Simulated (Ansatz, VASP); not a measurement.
# One calculation of SnTe, two programs

File POSCAR:

```
SnTe
1.0
    0.0000000000      3.2212236489      3.2212236489
    3.2212236489      0.0000000000      3.2212236489
    3.2212236489      3.2212236489      0.0000000000
Sn Te
1 1
Direct
    0.0000000000      0.0000000000      0.0000000000
    0.5000000000      0.5000000000      0.5000000000
```

Contents of INCAR.step1:

```
ALGO = Normal
EDIFF = 1E-5
ENCUT = 520
GGA = PE
ISIF = 2
ISMEAR = -1
LASPH = T
LREAL = F
LWAVE = T
NBANDS = 17
NELM = 80
PREC = Accurate
SIGMA = 0.02
```

INCAR.step2

```
ALGO = Normal
EDIFF = 1E-6
ENCUT = 520
GGA = PE
HFSCREEN = 0.2079
ISIF = 2
ISMEAR = -1
ISTART = 1
LASPH = T
LCHARG = T
LELF = T
LHFCALC = T
LREAL = F
LVHAR = T
LWAVE = F
NBANDS = 17
NELM = 80
PREC = Accurate
PRECFOCK = Normal
SIGMA = 0.02
```

The input KPOINTS:

```
k-points
0
Gamma
  6 6 6
```

Input for Ansatz:

```yaml
crystal:
  lattice:
    - [0.0, 3.2212236489, 3.2212236489]
    - [3.2212236489, 0.0, 3.2212236489]
    - [3.2212236489, 3.2212236489, 0.0]
  atoms:
    - { symbol: Sn, position: [0.0, 0.0, 0.0] }
    - { symbol: Te, position: [0.5, 0.5, 0.5] }
kpoints:
  mp_grid: { grid: [6, 6, 6] }
  band_path:
    path:
      - [0.0, 0.0, 0.0]
      - [0.5, 0.0, 0.5]
      - [0.625, 0.25, 0.625]
      - [0.375, 0.375, 0.75]
      - [0.5, 0.5, 0.5]
      - [0.5, 0.25, 0.75]
      - [0.0, 0.0, 0.5]
    npoints: 1
hamiltonian:
  xc: hse06
scf:
  occupations: { method: fermi_dirac, width: 0.02 }
  n_extra_bands: 4
output:
  forces: true
  stress: true
  eigenvalues: true
```

Change from the starting cell: hydrostatic strain +1.0%.

Alike in both runs: task single point; functional HSE06; k mesh 6 × 6 × 6; occupations fermi-dirac, width 0.02 eV; no spin polarisation.

|  | VASP | Ansatz |
| --- | --- | --- |
| version | VASP 6.6.1 | Ansatz 0.2.0 |
| potentials or method | VASP PAW PBE potentials, release 64 (Sn_d, Te) | plane waves, PAW |
| plane-wave cutoff (eV) | 520 | 420 |
| valence electrons in the cell | 20 | 30 |

```tsv
	VASP	Ansatz	Ansatz less VASP
pressure (GPa)	-1.7	-1.5	+0.18
```

VASP's potentials hold 20 valence electrons a cell and Ansatz's 30, so a difference there can come from the potentials and not from the codes. Ansatz's warnings: stress exchange threshold loose, stress scf threshold loose.

Neither program's run includes spin-orbit coupling.
